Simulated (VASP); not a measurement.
AlN, 4 atoms in the cell. The typed cell holds 4 atoms: a = 3.130 Å, b = 3.130 Å, c = 5.017 Å, α = 90.00°, β = 90.00°, γ = 120.00°. 

* Program: VASP 6.6.1
* Task: single point
* Functional: PBE
* Potentials or basis: VASP PAW PBE potentials, release 64 (Al, N)
* Cutoff: 600 eV
* k mesh: 10 × 10 × 6
* Occupations: gaussian, width 0.01 eV
* Spin: no spin polarisation
* Dipole correction: no
* Further INCAR settings: ALGO = Normal; EDIFF = 1e-06; NBANDS = 16

Potentials or basis: VASP PAW PBE potentials, release 64 (Al, N).

Run with:

```sh
$ cat potpaw_PBE.64/Al/POTCAR potpaw_PBE.64/N/POTCAR > POTCAR
$ mpirun -np 1 vasp_std > vasp.out
```

Hardware: 1 thread of Intel(R) Xeon(R) Platinum 8375C CPU @ 2.90GHz (Ice Lake), with other jobs on the host.

Question: Estimate the wall time of this run.

Answer: It took 110 s on 1 thread of Intel(R) Xeon(R) Platinum 8375C CPU @ 2.90GHz (Ice Lake), with other jobs on the host, peak memory 0.26 GiB. Counts: scf iterations 13, k points 172.
